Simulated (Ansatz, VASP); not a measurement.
**V: VASP beside Ansatz**

The input INCAR:

```
PREC     = Accurate       # precision mode
ENCUT    = 520            # plane-wave cutoff, eV
EDIFF    = 1E-7           # SCF threshold, eV
ISMEAR   = -1             # smearing method
SIGMA    = 0.1            # smearing width, eV
LREAL    = F              # projectors in reciprocal space
LASPH    = T              # aspherical terms in the spheres
NELM     = 100            # most SCF steps
ALGO     = Normal         # electronic algorithm
ISIF     = 2              # what is computed and relaxed
LWAVE    = F              # write WAVECAR
LCHARG   = F              # write CHGCAR
GGA      = B5             # functional
ALDAX    = 1.0          
AGGAX    = 1.0          
AGGAC    = 1.0          
ALDAC    = 0.0          
NBANDS   = 20             # bands
```

File KPOINTS:

```
Automatic mesh
0
Gamma
  15 15 8
```

POSCAR

```
V
1.0
    2.5889697156      0.0000000000      0.0000000000
   -1.2944848578      2.2421135433      0.0000000000
    0.0000000000      0.0000000000      4.7254329252
V
2
Direct
    0.3333333333      0.6666666667      0.2500000000
    0.6666666667      0.3333333333      0.7500000000
```

Input for Ansatz:

```yaml
crystal:
  lattice:
    - [2.5889697156, 0.0, 0.0]
    - [-1.2944848578, 2.2421135433, 0.0]
    - [0.0, 0.0, 4.7254329252]
  atoms:
    - { symbol: V, position: [0.3333333333, 0.6666666667, 0.25] }
    - { symbol: V, position: [0.6666666667, 0.3333333333, 0.75] }
hamiltonian:
  xc: blyp
  pseudopotentials:
    kind: paw
    azcp:
      V: "pseudopotentials/V.paw.azcp"
basis:
  ecutwfc: 420
  fft_grid_basis: typed
kpoints:
  mp_grid: { grid: [15, 15, 8], shift: [0, 0, 0] }
magnetization:
  spin_polarized: false
scf:
  occupations: { method: fermi_dirac, width: 0.1 }
  lower_state_search: "off"
output:
  stress: true
```

Alike in both runs: task single point; functional BLYP; k mesh 15 × 15 × 8; occupations fermi-dirac, width 0.1 eV; no spin polarisation.

|  | VASP | Ansatz |
| --- | --- | --- |
| version | VASP 6.6.1 | Ansatz 0.2.0 |
| potentials or method | VASP PAW PBE potentials, release 64 (V_sv), cutoff 520 eV | plane waves (420 eV) with PAW, scalar-relativistic |
| valence electrons in the cell | 26 | 26 |

```csv
,VASP,Ansatz,Ansatz less VASP
pressure (GPa),7.3,7.0,-0.28
"traceless stress, the component that is largest in VASP (GPa)",-0.21,-0.21,-0.002
```

VASP's potentials were made for PBE, not for BLYP. With one functional, cell and mesh, what is left measures potentials, basis and numerics.
